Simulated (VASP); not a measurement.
Write the native input for VASP 6.6.1 that does the following.

```yaml
Task: single point
Functional: r2SCAN
Potentials_or_basis: VASP PAW PBE potentials, release 64 (Mg)
Cutoff: 520 eV
k_mesh: 7 × 3 × 2
Occupations: gaussian, width 0.1 eV
Spin: no spin polarisation
Dipole_correction: no
Further_INCAR_settings: ALGO = Normal; EDIFF = 1e-07; NBANDS = 7; ISYM = 0
```

The system is Mg.

```
Mg
1.0
     3.05030    0.00000    0.00000
    -1.52515    2.64164    0.00000
     0.00000    0.00000    3.04484
Mg
1
Cartesian
  0.0000 0.0000 0.0000
```

These files were run (other wordings do the same):

POSCAR

```
Mg
1.0
    3.0502998005      0.0000000000      0.0000000000
   -1.5251499003      2.6416371164      0.0000000000
    0.0000000000      0.0000000000      3.0448375700
Mg
1
Direct
    0.0000000000      0.0000000000      0.0000000000
```

INCAR.step1

```
SYSTEM = Mg
PREC = Accurate
ENCUT = 520
ISMEAR = 0
SIGMA = 0.1
LREAL = .FALSE.
LASPH = .TRUE.
NELM = 100
NBANDS = 7
ISYM = 0
GGA = PE
ALGO = Normal
EDIFF = 1E-4
LWAVE = .TRUE.
LCHARG = .FALSE.
```

INCAR.step2

```
SYSTEM = Mg
PREC = Accurate
ENCUT = 520
EDIFF = 1E-7
ISMEAR = 0
SIGMA = 0.1
LREAL = .FALSE.
LASPH = .TRUE.
NELM = 100
ALGO = Normal
ISIF = 2
LWAVE = .FALSE.
LCHARG = .FALSE.
METAGGA = R2SCAN
LMIXTAU = .TRUE.
NBANDS = 7
ISYM = 0
ISTART = 1
```

KPOINTS

```
Automatic mesh
0
G
  7 3 2
  0 0 0
```

Potentials or basis: VASP PAW PBE potentials, release 64 (Mg).

The run is started by

```console
$ cat potpaw_PBE.64/Mg/POTCAR > POTCAR
$ cp INCAR.step1 INCAR
$ mpirun -np 1 vasp_std > vasp.out
$ cp INCAR.step2 INCAR
$ mpirun -np 1 vasp_std > vasp.out
```

Results of the run:

```yaml
Pressure: 1.5 GPa
Band_gap_on_the_k_mesh: zero (band 1 reaches 4.95 eV, above the bottom of band 2 at -0.40 eV)
```

Caveat: the k points lie up to 1.03 Å⁻¹ apart; the PAW data sets were made with another functional, which shifts forces and pressure a little.

Run time: 40 s on 1 thread of AMD EPYC 7R13 (shared host), peak memory 0.11 GiB.
